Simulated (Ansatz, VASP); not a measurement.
**One calculation of Fe, two programs**

```
Fe
1.0
     2.42875    0.00000    0.00000
    -1.21438    2.10336    0.00000
     0.00000    0.00000    7.81664
Fe
4
Direct
  0.00000 0.00000 0.00000
  0.00000 0.00000 0.50000
  0.33333 0.66667 0.25000
  0.66667 0.33333 0.75000
```

Alike in both runs: task single point; functional LDA; k mesh 17 × 17 × 5; occupations fermi-dirac, width 0.1 eV; no spin polarisation.

```csv
,VASP,Ansatz
version,VASP 6.6.1,Ansatz 0.2.0
potentials or method,"VASP PAW LDA potentials, release 64 (Fe), cutoff 520 eV","plane waves (420 eV) with PAW, scalar-relativistic"
valence electrons in the cell,32,64
```

|  | VASP | Ansatz | Ansatz less VASP |
| --- | --- | --- | --- |
| pressure (GPa) | -12.5 | -12.3 | +0.20 |
| traceless stress, the component that is largest in VASP (GPa) | -0.26 | -0.21 | +0.050 |

Ansatz warns that its potentials were made for another functional, while VASP's fit it. LDA's correlation is that of Perdew and Zunger in VASP and of Perdew and Wang (1992) in Ansatz. VASP's potentials hold 32 valence electrons a cell and Ansatz's 64, so a difference there can come from the potentials and not from the codes.
